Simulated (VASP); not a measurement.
**AlRu: single point with PBEsol**

AlRu:

```xyz
2
Lattice="3.0656 0.0000 0.0000 0.0000 3.0656 0.0000 0.0000 0.0000 2.9227" Properties=species:S:1:pos:R:3 pbc="T T T"
Al    0.0000    0.0000    0.0000
Ru    1.5328    1.5328    1.4614
```

This cell differs from its parent crystal: biaxial strain in the a-b plane: +3.0 %.

* Program: VASP 6.6.1
* Task: single point
* Functional: PBEsol
* Potentials or basis: VASP PAW PBE potentials, release 64 (Al, Ru_pv)
* Cutoff: 520 eV
* k mesh: 18 × 18 × 18
* Occupations: gaussian, width 0.1 eV
* Spin: no spin polarisation
* Dipole correction: no
* Further INCAR settings: ALGO = Fast; EDIFF = 1e-07; NBANDS = 16

The pressure is -8.0 GPa and the band gap on the k mesh is zero (an odd number of electrons rules out a gap without spin polarisation).

Stress tensor (GPa, compression positive):
```
-10.67   0.00   0.00
  0.00 -10.67   0.00
  0.00   0.00  -2.63
```

Levels at points of the mesh, in eV from the Fermi level:
```
           k point  band 5  band 6  band 7  band 8  band 9  band 10  band 11  band 12  band 13  band 14
(0.00, 0.00, 0.00)   -3.48   -3.47   -0.03    0.28    0.28     5.46     5.46     6.93    10.64    10.90
(0.50, 0.00, 0.00)   -5.62   -2.77   -1.73   -1.18    0.49     1.91     7.43    10.43    11.70    12.05
(0.50, 0.50, 0.00)   -3.13   -1.54   -1.54   -0.83   -0.83     1.25     4.66     5.79    11.14    14.78
(0.00, 0.00, 0.50)   -5.09   -2.57   -1.76   -1.76    0.29     2.71     7.43    10.46    10.46    12.33
(0.50, 0.00, 0.50)   -2.94   -1.44   -1.35   -1.19   -1.10     1.52     5.37     6.08    10.05    13.95
(0.50, 0.50, 0.50)   -4.53   -4.45    1.38    1.71    2.44     3.94     3.94     4.23     7.88     8.52
```

Wall time 63 s on 1 thread of Intel(R) Xeon(R) 6975P-C (Granite Rapids) (shared host), peak memory 0.32 GiB.

Caveat: the cell differs from its parent crystal (biaxial strain in the a-b plane: +3.0 %); the cell stands under tension; the PAW data sets were made with another functional, which shifts forces and pressure a little.
